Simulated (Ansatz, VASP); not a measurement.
# Sn3Br: VASP beside Ansatz

```xyz
4
Lattice="4.8504 0.0000 0.0000 0.0000 4.8504 0.0000 0.0000 0.0000 4.8504" Properties=species:S:1:pos:R:3 pbc="T T T"
Sn    0.0000    2.4252    2.4252
Sn    2.4252    2.4252    0.0000
Sn    2.4252    0.0000    2.4252
Br    0.0000    0.0000    0.0000
```

Change from the starting cell: species swapped into the LuTl3 type (Pm-3m, No. 221).

Alike in both runs: functional PBE; k mesh 4 × 4 × 4; occupations gaussian, width 0.1 eV; no spin polarisation.

Ansatz relaxed the structure, and its values are those at the end. VASP's run is a single point on that final structure, the one shown.

```csv
,VASP,Ansatz
version,VASP 6.6.1,Ansatz 0.2.0
potentials or method,"VASP PAW PBE potentials, release 64 (Sn_d, Br), cutoff 520 eV","scalar-relativistic, plane waves, PAW"
valence electrons in the cell,49,49
```

VASP gave:

* gap on the k mesh at the Fermi level (eV): none
* pressure (GPa): -0.3

Problem. Estimate Ansatz's values.

Solution. gap on the k mesh at the Fermi level (eV): none; pressure (GPa): -0.2.

A gap of «none» marks a metal or a gap that the smearing closes.
